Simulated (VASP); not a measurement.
Set up this calculation in VASP 6.6.1, as the native input.

```
Task                   : electric field gradients
Functional             : PBE
Potentials or basis    : VASP PAW PBE potentials, release 64 (Tl_d)
Cutoff                 : 520 eV
k mesh                 : 7 × 7 × 7
Occupations            : fermi-dirac, width 0.05 eV
Spin                   : no spin polarisation
Dipole correction      : no
Further INCAR settings : ALGO = Normal; EDIFF = 1e-08; NBANDS = 12
```

The structure of Tl lies in POSCAR:

```
Tl
1.0
    0.0000000000      2.1650000000      2.1650000000
    2.1650000000      0.0000000000      2.1650000000
    2.1650000000      2.1650000000      0.0000000000
Tl
1
Direct
    0.0000000000      0.0000000000      0.0000000000
```

This isn't the form of Tl at room conditions, which is hcp.

One way to write it, as run:

INCAR

```
SYSTEM = Tl
ALGO = Normal
EDIFF = 1E-8
ENCUT = 520
GGA = PE
ISIF = 2
ISMEAR = -1
LASPH = .TRUE.
LCHARG = .FALSE.
LEFG = .TRUE.
LREAL = .FALSE.
LWAVE = .FALSE.
NBANDS = 12
NELM = 80
PREC = Accurate
SIGMA = 0.05
```

KPOINTS

```
k-points
0
G
  7 7 7
  0 0 0
```

Potentials or basis: VASP PAW PBE potentials, release 64 (Tl_d).

Run with:

```bash
$ cat potpaw_PBE.64/Tl_d/POTCAR > POTCAR
$ mpirun -np 1 vasp_std > vasp.out
```

It gave:

The pressure is 37.0 GPa and the band gap on the k mesh is zero (an odd number of electrons rules out a gap without spin polarisation). The largest electric field gradient by atom is zero within the noise of the run.

Caveat: the cell stands under pressure; spin-orbit coupling is left out, which moves the levels of the heavy elements.

Run time: 5.4 s on 1 thread of Intel(R) Xeon(R) Platinum 8488C (Sapphire Rapids) (shared host), peak memory 0.13 GiB.
